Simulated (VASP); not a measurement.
Write the native input for VASP 6.6.1 that does the following.

```yaml
Task: single point
Functional: PBE
Potentials_or_basis: VASP PAW PBE potentials, release 64 (Hg)
Cutoff: 520 eV
k_mesh: 16 × 16 × 16
Occupations: gaussian, width 0.1 eV
Spin: no spin polarisation
Dipole_correction: no
Further_INCAR_settings: ALGO = Fast; EDIFF = 1e-06; NBANDS = 19
```

The structure of Hg lies in POSCAR:

```
Hg
1.0
   -3.0352146272      3.0352146272      1.6183600153
    3.0352146272     -3.0352146272      1.6183600153
    3.0352146272      3.0352146272     -1.6183600153
Hg
2
Direct
    0.7500000000      0.2500000000      0.5000000000
    0.0000000000      0.0000000000      0.0000000000
```

The input as run:

INCAR

```
PREC     = Accurate       # precision mode
ENCUT    = 520            # plane-wave cutoff, eV
EDIFF    = 1E-6           # SCF threshold, eV
ISMEAR   = 0              # smearing method
SIGMA    = 0.1            # smearing width, eV
LREAL    = False          # projectors in reciprocal space
LASPH    = True           # aspherical terms in the spheres
NELM     = 60             # most SCF steps
ALGO     = Fast           # electronic algorithm
ISIF     = 2              # what is computed and relaxed
LWAVE    = False          # write WAVECAR
LCHARG   = False          # write CHGCAR
GGA      = PE             # functional
NBANDS   = 19             # bands
```

KPOINTS

```
regular mesh
0
Gamma
  16 16 16
```

Potentials or basis: VASP PAW PBE potentials, release 64 (Hg).

Run with:

```bash
$ cat potpaw_PBE.64/Hg/POTCAR > POTCAR
$ mpirun -np 1 vasp_std > vasp.out
```

Results of the run:

```json
{"Pressure": "-0.2 GPa", "Band gap on the k mesh": "zero (bands 12 and 13 overlap by 2.86 eV)"}
```

Caveat: spin-orbit coupling is left out, which moves the levels of the heavy elements.

It took 3.5 min on 1 thread of AMD EPYC 9R45 96-Core Processor (Zen 5), on a shared host, peak memory 0.42 GiB.
